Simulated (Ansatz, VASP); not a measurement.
## Rh in VASP and in Ansatz

```xyz
1
Lattice="0.0000 1.5830 1.5830 1.5830 0.0000 1.5830 1.5830 1.5830 0.0000" Properties=species:S:1:pos:R:3 pbc="T T T"
Rh    0.0000    0.0000    0.0000
```

Change from the starting cell: volume scaled by 0.6, PAW files.

Alike in both runs: task single point; functional LDA; k mesh 17 × 17 × 17; occupations fermi-dirac, width 0.05 eV; no spin polarisation.

|  | VASP | Ansatz |
| --- | --- | --- |
| version | VASP 6.6.1 | Ansatz 0.2.0 |
| potentials or method | VASP PAW LDA potentials, release 64 (Rh_pv) | PAW with Ansatz's default frozen-core files, scalar-relativistic |
| plane-wave cutoff (eV) | 500 | 420 |
| valence electrons in the cell | 15 | 17 |

|  | VASP | Ansatz | Ansatz less VASP |
| --- | --- | --- | --- |
| pressure (GPa) | 568.3 | 555.9 | -12.36 |

LDA's correlation is that of Perdew and Zunger in VASP and of Perdew and Wang (1992) in Ansatz. Both programs put the cell under a high pressure, so it lies far from rest at this level. VASP's potentials hold 15 valence electrons a cell and Ansatz's 17, so a difference there can come from the potentials and not from the codes.

Noted on VASP's run: the cell as given lies far from equilibrium.
